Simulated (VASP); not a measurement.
## Pb: relaxation of the atoms with r2SCAN

The system is Pb, a slab with vacuum.

```xyz
3
Lattice="3.5325 0.0000 0.0000 -1.7663 3.0592 0.0000 0.0000 0.0000 22.7686" Properties=species:S:1:pos:R:3 pbc="T T T"
Pb    1.7663    1.0197    8.5000
Pb    0.0000    2.0395   11.3843
Pb    0.0000    0.0000   14.2686
```

| Property | Result |
| --- | --- |
| Program | VASP 6.6.1 |
| Task | relaxation of the atoms |
| Functional | r2SCAN |
| Potentials or basis | VASP PAW PBE potentials, release 64 (Pb_d) |
| Cutoff | 520 eV |
| k mesh | 9 × 9 × 1 |
| Occupations | gaussian, width 0.1 eV |
| Spin | no spin polarisation |
| Dipole correction | yes |
| Atoms held fixed (from 0) | [0] |
| Further INCAR settings | ALGO = Normal; EDIFF = 1e-06; IBRION = 2; EDIFFG = -0.03; NSW = 90 |

* Energy gained by relaxing: 4.5 meV/atom
* Ionic steps: 8
* Band gap on the k mesh: zero (bands 21 and 22 overlap by 3.61 eV)

The path:
```tsv
step	energy change (eV)	largest force on free atoms (eV/Å)	pressure (GPa)
1	0.0000	0.1350	-0.94
2	-0.0009	0.1294	-0.93
3	-0.0032	0.1103	-0.89
4	-0.0059	0.0739	-0.75
5	-0.0079	0.1375	-0.60
6	-0.0084	0.1045	-0.67
7	-0.0105	0.0827	-0.64
8	-0.0134	0.0136	-0.51
```

Final structure:
```cif
data_structure
_symmetry_space_group_name_H-M 'P 1'
_symmetry_Int_Tables_number 1
_cell_length_a 3.5325
_cell_length_b 3.5325
_cell_length_c 22.7686
_cell_angle_alpha 90.000
_cell_angle_beta 90.000
_cell_angle_gamma 120.000
_cell_volume 246.05
loop_
_atom_site_label
_atom_site_type_symbol
_atom_site_fract_x
_atom_site_fract_y
_atom_site_fract_z
_atom_site_occupancy
Pb1 Pb 0.66667 0.33333 0.37332 1
Pb2 Pb 0.33333 0.66667 0.49612 1
Pb3 Pb 0.00000 0.00000 0.61853 1
```

Levels at points of the mesh, in eV from the Fermi level:
```csv
k point,band 18,band 19,band 20,band 21,band 22,band 23,band 24,band 25
"(0.00, 0.00, 0.00)",-9.06,-3.23,-0.37,2.72,3.77,4.62,4.80,5.82
```

Run time: 120 min on 1 thread of Oxide Virtual Turin-like Processor, on a shared host, peak memory 0.43 GiB.

Caveat: the PAW data sets were made with another functional, which shifts forces and pressure a little; spin-orbit coupling is left out, which moves the levels of the heavy elements.
